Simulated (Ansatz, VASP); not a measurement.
**SrTe: VASP beside Ansatz**

INCAR

```
SYSTEM = SrTe
ALGO     = Normal         ! electronic algorithm
EDIFF    = 1E-6           ! SCF threshold, eV
ENCUT    = 500            ! plane-wave cutoff, eV
GGA      = PE             ! functional
GGA_COMPAT= .FALSE.      
ISIF     = 2              ! what is computed and relaxed
ISMEAR   = 0              ! smearing method
LASPH    = .TRUE.         ! aspherical terms in the spheres
LCHARG   = .FALSE.        ! write CHGCAR
LREAL    = .FALSE.        ! projectors in reciprocal space
LWAVE    = .FALSE.        ! write WAVECAR
NBANDS   = 15             ! bands
NELM     = 120            ! most SCF steps
PREC     = Accurate       ! precision mode
SIGMA    = 0.05           ! smearing width, eV
```

KPOINTS

```
k-points
0
G
  8 8 8
  0 0 0
```

The input POSCAR:

```
SrTe
1.0
    0.0000000000      3.3558353104      3.3558353104
    3.3558353104      0.0000000000      3.3558353104
    3.3558353104      3.3558353104      0.0000000000
Sr Te
1 1
Direct
    0.0000000000      0.0000000000      0.0000000000
    0.5000000000      0.5000000000      0.5000000000
```

Input for Ansatz:

```yaml
crystal:
  lattice:
    - [0.0, 3.3558353104, 3.3558353104]
    - [3.3558353104, 0.0, 3.3558353104]
    - [3.3558353104, 3.3558353104, 0.0]
  atoms:
    - { symbol: Sr, position: [0.0, 0.0, 0.0] }
    - { symbol: Te, position: [0.5, 0.5, 0.5] }
basis:
  ecutwfc: 420
  fft_grid_basis: typed
kpoints:
  mp_grid: { grid: [8, 8, 8] }
hamiltonian:
  xc: pbe
  pseudopotentials: { kind: paw }
scf:
  occupations: { method: gaussian, width: 0.05 }
output:
  forces: true
  stress: true
  eigenvalues: true
  bader: true
  write_density: true
  volumetric_format: npy
  elf: true
```

Alike in both runs: task single point; functional PBE; k mesh 8 × 8 × 8; occupations gaussian, width 0.05 eV; no spin polarisation.

|  | VASP | Ansatz |
| --- | --- | --- |
| version | VASP 6.6.1 | Ansatz 0.2.0 |
| potentials or method | VASP PAW PBE potentials, release 64 (Sr_sv, Te), cutoff 500 eV | scalar-relativistic, plane waves, PAW |
| valence electrons in the cell | 16 | 26 |

|  | VASP | Ansatz | Ansatz less VASP |
| --- | --- | --- | --- |
| gap on the k mesh at the Fermi level (eV) | 1.75 | 1.78 | +0.024 |
| pressure (GPa) | 0.2 | 0.1 | -0.08 |

VASP's potentials hold 16 valence electrons a cell and Ansatz's 26, so a difference there can come from the potentials and not from the codes.

Neither program's run includes spin-orbit coupling.
